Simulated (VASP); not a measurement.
FeO (Wuestite), 2 atoms in the cell. The structure is cubic, space group Fm-3m (No. 225). Conventional cell: a = 4.250 Å, b = 4.250 Å, c = 4.250 Å, α = 90.00°, β = 90.00°, γ = 90.00°. Within 2.8 Å of Fe (site symmetry m-3m) lie 6 O at 2.13 Å. Within 2.8 Å of O (site symmetry m-3m) lie 6 Fe at 2.13 Å.  This cell differs from its parent crystal: volume scaled by 0.960.

```yaml
Program: VASP 6.6.1
Task: single point
Functional: PBE
Potentials_or_basis: VASP PAW PBE potentials, release 64 (Fe, O)
Cutoff: 520 eV
k_mesh: 14 × 14 × 14
Occupations: gaussian, width 0.05 eV
Spin: collinear spin, ferromagnetic start
Starting_moments: "[3.78, 0.0] μB"
Dipole_correction: no
Further_INCAR_settings: ALGO = Normal; EDIFF = 1e-06; NBANDS = 18
```

Potentials or basis: VASP PAW PBE potentials, release 64 (Fe, O).

Run with:

```bash
$ cat potpaw_PBE.64/Fe/POTCAR potpaw_PBE.64/O/POTCAR > POTCAR
$ mpirun -np 1 vasp_std > vasp.out
```

Hardware: 1 thread of Intel(R) Xeon(R) Platinum 8259CL CPU @ 2.50GHz (Skylake/Cascade Lake), with other jobs on the host.

**Question.** Estimate the wall time of this run.

**Answer.** It took 88 s on 1 thread of Intel(R) Xeon(R) Platinum 8259CL CPU @ 2.50GHz (Skylake/Cascade Lake), with other jobs on the host, peak memory 0.19 GiB. Counts: scf iterations 15, k points 104.
